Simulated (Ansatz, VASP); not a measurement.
# Two plane-wave programs on GaN

The input INCAR:

```
ALGO = Normal
EDIFF = 1E-6
ENCUT = 520
GGA = PE
ISIF = 2
ISMEAR = 0
LASPH = True
LCHARG = True
LELF = True
LREAL = False
LVHAR = True
LWAVE = False
NBANDS = 16
NELM = 100
PREC = Accurate
SIGMA = 0.02
```

Contents of KPOINTS:

```
k-points
0
Gamma
  10 10 10
```

POSCAR

```
GaN
1.0
    0.0000000000      2.2967450764      2.2967450764
    2.2967450764      0.0000000000      2.2967450764
    2.2967450764      2.2967450764      0.0000000000
Ga N
1 1
Direct
    0.0000000000      0.0000000000      0.0000000000
    0.7500000000      0.7500000000      0.7500000000
```

Input for Ansatz:

```yaml
crystal:
  lattice:
    - [0.0, 2.2967450764, 2.2967450764]
    - [2.2967450764, 0.0, 2.2967450764]
    - [2.2967450764, 2.2967450764, 0.0]
  atoms:
    - { symbol: Ga, position: [0.0, 0.0, 0.0] }
    - { symbol: "N", position: [0.75, 0.75, 0.75] }
basis:
  ecutwfc: 420
kpoints:
  mp_grid: { grid: [10, 10, 10] }
hamiltonian:
  xc: pbe
scf:
  occupations: { method: gaussian, width: 0.02 }
output:
  forces: true
  stress: true
  eigenvalues: true
```

Alike in both runs: task single point; functional PBE; k mesh 10 × 10 × 10; occupations gaussian, width 0.02 eV; no spin polarisation.

|  | VASP | Ansatz |
| --- | --- | --- |
| version | VASP 6.6.1 | Ansatz 0.2.0 |
| potentials or method | VASP PAW PBE potentials, release 64 (Ga_d, N), cutoff 520 eV | scalar-relativistic, plane waves, PAW |
| valence electrons in the cell | 18 | 18 |

Ansatz gave:

```
gap on the k mesh at the Fermi level (eV) : 1.35
least direct gap on the mesh (eV)         : 1.35
pressure (GPa)                            : -4.8
```

Q: Estimate VASP's values.

A: gap on the k mesh at the Fermi level (eV): 1.36; least direct gap on the mesh (eV): 1.36; pressure (GPa): -4.6.
